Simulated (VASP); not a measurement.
# BiN (F-43m) in VASP: a series of runs

The runs below take BiN through single point, with PBE.

Everything below comes from runs of VASP 6.6.1. Logs are shortened: lines on timing, memory, paths and dates and some standing lists are left out, and cuts for length are marked.

## 1. The cell of the first run

It takes space group F-43m (No. 216, cubic). Conventional cell: a = 5.448 Å, b = 5.448 Å, c = 5.448 Å, α = 90.00°, β = 90.00°, γ = 90.00°. Bi (site symmetry -43m) has 4 N at 2.36 Å within 3.1 Å. N (site symmetry -43m) has 4 Bi at 2.36 Å within 3.1 Å.

## 2. Single point, PBE (volume scaled by 0.945)

The input, INCAR:

```
ALGO = Normal ; EDIFF = 1E-6
ENCUT = 520 ; GGA = PE
ISIF = 2 ; ISMEAR = 0
LASPH = T ; LCHARG = F
LREAL = F ; LWAVE = F
NBANDS = 17 ; NELM = 100
PREC = Accurate ; SIGMA = 0.05
```

The input, KPOINTS:

```
k-points
0
Gamma
  10 10 10
```

The input, POSCAR:

```
BiN
1.0
    0.0000000000      2.7242460438      2.7242460438
    2.7242460438      0.0000000000      2.7242460438
    2.7242460438      2.7242460438      0.0000000000
Bi N
1 1
Direct
    0.0000000000      0.0000000000      0.0000000000
    0.2500000000      0.2500000000      0.2500000000
```

Potentials or basis: VASP PAW PBE potentials, release 64 (Bi_d, N).

The run is started by

```console
cat potpaw_PBE.64/Bi_d/POTCAR potpaw_PBE.64/N/POTCAR > POTCAR
mpirun -np 1 vasp_std > vasp.out
```

OUTCAR:

```text
EDIFF = 1E-6
   ENCUT = 520
   GGA = PE
   ISIF = 2
   ISMEAR = 0
   LASPH = T
   LREAL = F
   NELM = 100
   PREC = Accurate

 ion  position               nearest neighbor table
   1  0.000  0.000  0.000-   2 2.36   2 2.36   2 2.36   2 2.36
   2  0.250  0.250  0.250-   1 2.36   1 2.36   1 2.36   1 2.36

  LATTYP: Found a face centered cubic cell.
 ALAT       =     5.4484920876

  Lattice vectors:

 A1 = (   0.0000000000,   2.7242460438,   2.7242460438)
 A2 = (   2.7242460438,   0.0000000000,   2.7242460438)
 A3 = (   2.7242460438,   2.7242460438,   0.0000000000)

Analysis of symmetry for initial positions (statically):
=====================================================================
 Subroutine PRICEL returns:
 Original cell was already a primitive cell.

 Routine SETGRP: Setting up the symmetry group for a
 face centered cubic supercell.

 Subroutine GETGRP returns: Found 24 space group operations
 (whereof 24 operations were pure point group operations)
 out of a pool of 48 trial point group operations.

The static configuration has the point symmetry T_d .

Analysis of symmetry for dynamics (positions and initial velocities):
=====================================================================
 Subroutine PRICEL returns:
 Original cell was already a primitive cell.

 Routine SETGRP: Setting up the symmetry group for a
 face centered cubic supercell.

 Subroutine GETGRP returns: Found 24 space group operations
 (whereof 24 operations were pure point group operations)
 out of a pool of 48 trial point group operations.

The dynamic configuration has the point symmetry T_d .

 Subroutine INISYM returns: Found 24 space group operations
 (whereof 24 operations are pure point group operations),
 and found     1 'primitive' translations

----------------------------------------------------------------------------------------

                                     Primitive cell

  volume of cell :      40.4361

  direct lattice vectors                    reciprocal lattice vectors
     0.000000000  2.724246044  2.724246044    -0.183537020  0.183537020  0.183537020
     2.724246044  0.000000000  2.724246044     0.183537020 -0.183537020  0.183537020
     2.724246044  2.724246044  0.000000000     0.183537020  0.183537020 -0.183537020

  length of vectors
     3.852665702  3.852665702  3.852665702     0.317895443  0.317895443  0.317895443

  position of ions in fractional coordinates (direct lattice)
     0.000000000  0.000000000  0.000000000
     0.250000000  0.250000000  0.250000000

  ion indices of the primitive-cell ions
   primitive index   ion index
                 1           1
                 2           2

----------------------------------------------------------------------------------------

 KPOINTS: k-points

Automatic generation of k-mesh.
 Grid dimensions read from file:
 generate k-points for:   10   10   10

 Generating k-lattice:

  Cartesian coordinates                     Fractional coordinates (reciprocal lattice)
    -0.018353702  0.018353702  0.018353702     0.100000000  0.000000000  0.000000000
     0.018353702 -0.018353702  0.018353702     0.000000000  0.100000000  0.000000000
     0.018353702  0.018353702 -0.018353702     0.000000000  0.000000000  0.100000000

  Length of vectors
     0.031789544  0.031789544  0.031789544

  Shift w.r.t. Gamma in fractional coordinates (k-lattice)
     0.000000000  0.000000000  0.000000000

 Subroutine IBZKPT returns following result:
 ===========================================

 Found     47 irreducible k-points:

 Following reciprocal coordinates:
            Coordinates               Weight
  0.000000  0.000000  0.000000      1.000000
  0.100000  0.000000  0.000000      8.000000
  0.200000  0.000000  0.000000      8.000000
  0.300000  0.000000  0.000000      8.000000
  0.400000  0.000000  0.000000      8.000000
  0.500000  0.000000  0.000000      4.000000
[... 16 lines left out ...]
  0.300000  0.300000  0.000000      6.000000
  0.400000  0.300000  0.000000     24.000000
 [... further k-points ...]
   k-points           NKPTS =     47   k-points in BZ     NKDIM =     47   number of bands    NBANDS=     17
   number of dos      NEDOS =    301   number of ions     NIONS =      2
   total plane-waves  NPLWV =  27000
   dimension x,y,z NGX =    30 NGY =   30 NGZ =   30
   dimension x,y,z NGXF=    60 NGYF=   60 NGZF=   60
   ions per type =               1   1
   NGX,Y,Z   is equivalent  to a cutoff of  12.95, 12.95, 12.95 a.u.
   NGXF,Y,Z  is equivalent  to a cutoff of  25.89, 25.89, 25.89 a.u.
 SYSTEM =  unknown system
   PREC   = accura    normal or accurate (medium, high low for compatibility)
   ISTART =      0    job   : 0-new  1-cont  2-samecut
   ICHARG =      2    charge: 1-file 2-atom 10-const
   ISPIN  =      1    spin polarized calculation?
   LNONCOLLINEAR =      F non collinear calculations
   LSORBIT =      F    spin-orbit coupling
   LASPH  =      T    aspherical Exc in radial PAW
   ENCUT  =  520.0 eV  38.22 Ry    6.18 a.u.   7.16  7.16  7.16*2*pi/ulx,y,z
   NELM   =    100;   NELMIN=  2; NELMDL= -5     # of ELM steps
   EDIFF  = 0.1E-05   stopping-criterion for ELM
   LREAL  =      F    real-space projection
   EDIFFG = 0.1E-04   stopping-criterion for IOM
   NSW    =      0    number of steps for IOM
   IBRION =     -1    ionic relax: 0-MD 1-quasi-New 2-CG
   NFREE  =      0    steps in history (QN), initial steepest desc. (CG)
   ISIF   =      2    stress and relaxation
   ISYM   =      2    0-nonsym 1-usesym 2-fastsym
   POTIM  = 0.5000    time-step for ionic-motion
   TEBEG  =    0.0;   TEEND  =   0.0 temperature during run
   PSTRESS=    0.0 pullay stress
   NELECT =      20.0000    total number of electrons
   NUPDOWN=      -1.0000    fix difference up-down
   EMIN   =  10.00;   EMAX   =-10.00  energy-range for DOS
   EFERMI =   0.00;   METHOD = LEGACY
   ISMEAR =     0;   SIGMA  =   0.05  broadening in eV -4-tet -1-fermi 0-gaus
   EFERMI_NEDOS =   21; number of points for ismear=-14 and -15
   IALGO  =     38    algorithm
   IMIX   =      4    mixing-type and parameters
     AMIX     =   0.40;   BMIX     =  1.00
     AMIX_MAG =   1.60;   BMIX_MAG =  1.00
  volume/ion in A,a.u.               =      20.22       136.44
  Fermi-wavevector in a.u.,A,eV,Ry     =   1.294678  2.446587 22.805972  1.676192
  Thomas-Fermi vector in A             =   2.426246
   LORBIT       =      0    0 simple, 1 ext, 2 COOP (PROOUT), +10 PAW based schemes
   GGA     = PE    functional components
   LHFCALC =     F    Hartree Fock is set to
   AEXX    =    0.0000 exact exchange contribution
   IVDW    =     0    specifies the selected vdW correction
   LEPSILON=     F    determine dielectric tensor
   LRPA    =     F    only Hartree local field effects (RPA)
 non-spin polarized calculation
 Gauss-broadening in eV      SIGMA  =   0.05
  energy-cutoff  :      520.00
  volume of cell :       40.44
 maximum number of plane-waves:      1106
 NGX is ok and might be reduce to    30
   NGX = 15   NGY = 15   NGZ = 15

 number of electron      19.9999993 magnetization

 Free energy of the ion-electron system (eV)
  ---------------------------------------------------
  ext. energy  EPLUGINS =         0.00000000
  ---------------------------------------------------
  free energy    TOTEN  =       -10.50921693 eV

  energy without entropy =      -10.50821397  energy(sigma->0) =      -10.50871545

 E-fermi :   6.9324     XC(G=0): -10.1011

 val. band max:        6.9308046105   @ k =  -0.4000   0.4000   0.2000
 cond. band min:       6.9450994266   @ k =   0.3000   0.3000   0.0000
 fundamental gap:      0.0142948161
 Fermi energy:         6.9323800752

 k-point     1 :       0.0000    0.0000    0.0000
  band No.  band energies     occupation
      1     -16.1387      2.00000
      2     -16.1387      2.00000
      3     -16.1387      2.00000
      4     -16.0770      2.00000
      5     -16.0770      2.00000
      6      -9.3147      2.00000
[... 9 lines left out ...]
     16      17.9171      0.00000
     17      17.9171      0.00000

 k-point     2 :       0.1000    0.0000    0.0000
  band No.  band energies     occupation
      1     -16.1419      2.00000
      2     -16.1347      2.00000
      3     -16.1347      2.00000
      4     -16.0769      2.00000
      5     -16.0769      2.00000
      6      -9.1998      2.00000
[... 9 lines left out ...]
     16      17.4833      0.00000
     17      17.4833      0.00000

 k-point     3 :       0.2000    0.0000    0.0000
  band No.  band energies     occupation
      1     -16.1504      2.00000
      2     -16.1263      2.00000
      3     -16.1263      2.00000
      4     -16.0742      2.00000
      5     -16.0742      2.00000
      6      -8.8676      2.00000
[... 9 lines left out ...]
     16      17.0627      0.00000
     17      17.6558      0.00000

 k-point     4 :       0.3000    0.0000    0.0000
  band No.  band energies     occupation
      1     -16.1613      2.00000
      2     -16.1212      2.00000
      3     -16.1212      2.00000
      4     -16.0655      2.00000
      5     -16.0655      2.00000
      6      -8.3686      2.00000
[... 9 lines left out ...]
     16      17.1379      0.00000
     17      18.9726      0.00000
[... 343 lines left out ...]
      1     -16.1629      2.00000
      2     -16.1169      2.00000
      3     -16.1082      2.00000
      4     -16.0799      2.00000
      5     -16.0609      2.00000
      6      -8.1929      2.00000
[... 9 lines left out ...]
     16      17.2003      0.00000
     17      20.1262      0.00000

 k-point    23 :       0.3000    0.3000    0.0000
  band No.  band energies     occupation
      1     -16.1990      2.00000
      2     -16.1002      2.00000
      3     -16.0823      2.00000
      4     -16.0823      2.00000
      5     -16.0571      2.00000
      6      -8.0242      2.00000
[... 9 lines left out ...]
     16      20.4592      0.00000
     17      21.2062      0.00000

 k-point    24 :       0.4000    0.3000    0.0000
  band No.  band energies     occupation
      1     -16.2062      2.00000
      2     -16.1044      2.00000
      3     -16.0749      2.00000
      4     -16.0731      2.00000
      5     -16.0510      2.00000
      6      -7.5818      2.00000
[... 9 lines left out ...]
     16      20.2706      0.00000
     17      21.0806      0.00000

 [... further k-points ...]

------------------------ aborting loop because EDIFF is reached ----------------------------------------

  FORCE on cell =-STRESS in cart. coord.  units (eV):
  Direction    XX          YY          ZZ          XY          YZ          ZX
  --------------------------------------------------------------------------------------
  -------------------------------------------------------------------------------------
  Total        1.3473221      1.3473221      1.3473221      0.0000000      0.0000000     -0.0000000
  in kB       53.3842367     53.3842367     53.3842367      0.0000000      0.0000000     -0.0000000
  external PRESSURE =      53.3842367 kB  Pullay stress =       0.0000000 kB

 VOLUME and BASIS-vectors are now :
 -----------------------------------------------------------------------------
  energy-cutoff  :      520.00
  volume of cell :       40.44
      direct lattice vectors                 reciprocal lattice vectors
     0.000000000  2.724246044  2.724246044    -0.183537020  0.183537020  0.183537020
     2.724246044  0.000000000  2.724246044     0.183537020 -0.183537020  0.183537020
     2.724246044  2.724246044  0.000000000     0.183537020  0.183537020 -0.183537020

 POSITION                                       TOTAL-FORCE (eV/Angst)
 -----------------------------------------------------------------------------------
      0.00000      0.00000      0.00000        -0.000000     -0.000000     -0.000000
      1.36212      1.36212      1.36212         0.000000      0.000000      0.000000
 -----------------------------------------------------------------------------------
    total drift:                               -0.000000     -0.000000     -0.000000

  FREE ENERGIE OF THE ION-ELECTRON SYSTEM (eV)
  ---------------------------------------------------
  free  energy   TOTEN  =       -10.5092169320 eV

  energy  without entropy=      -10.5082139673  energy(sigma->0) =      -10.50871545
```

Wall time 55 s (1 thread of Intel Xeon Platinum 8488C (Sapphire Rapids), shared host); peak memory 0.18 GiB.

What came out:

- Free energy: -10.5092 eV
- Pressure: 5.3 GPa
- Band gap on the k mesh: zero (band 10 reaches 7.24 eV, above the bottom of band 11 at 6.60 eV)

Caveat: spin-orbit coupling is left out, which moves the levels of the heavy elements.

## 3. Single point, PBE (volume scaled by 0.960)

The input, INCAR:

```
PREC = Accurate
ENCUT = 520
EDIFF = 1E-7
ISMEAR = 0
SIGMA = 0.05
LREAL = F
LASPH = T
NELM = 80
ALGO = Normal
ISIF = 2
LWAVE = F
LCHARG = F
GGA = PE
NBANDS = 17
```

The input, KPOINTS:

```
Automatic mesh
0
Gamma
  10 10 10
```

The input, POSCAR:

```
BiN
1.0
    0.0000000000      2.7385844450      2.7385844450
    2.7385844450      0.0000000000      2.7385844450
    2.7385844450      2.7385844450      0.0000000000
Bi N
1 1
Direct
    0.0000000000      0.0000000000      0.0000000000
    0.2500000000      0.2500000000      0.2500000000
```

Potentials or basis: VASP PAW PBE potentials, release 64 (Bi_d, N).

The run is started by

```console
cat potpaw_PBE.64/Bi_d/POTCAR potpaw_PBE.64/N/POTCAR > POTCAR
mpirun -np 1 vasp_std > vasp.out
```

Run time: 61 s. Hardware: 1 thread of Intel Xeon Platinum 8488C (Sapphire Rapids), shared host; peak memory 0.18 GiB.

The run converged. Its results:

- Free energy: -10.5278 eV
- Pressure: 3.8 GPa
- Band gap on the k mesh: zero (band 10 reaches 7.03 eV, above the bottom of band 11 at 6.40 eV)

Levels at points of the mesh, in eV from the Fermi level:
```
           k point  band 8  band 9  band 10  band 11  band 12  band 13
(0.00, 0.00, 0.00)   -2.13   -2.13    -2.13     3.08     3.08     3.08
(0.50, 0.00, 0.00)   -2.98   -2.98    -2.96     2.96     3.80     3.80
(0.50, 0.50, 0.00)   -4.22   -4.22    -0.86    -0.32     5.64     5.64
```

Caveat: spin-orbit coupling is left out, which moves the levels of the heavy elements.
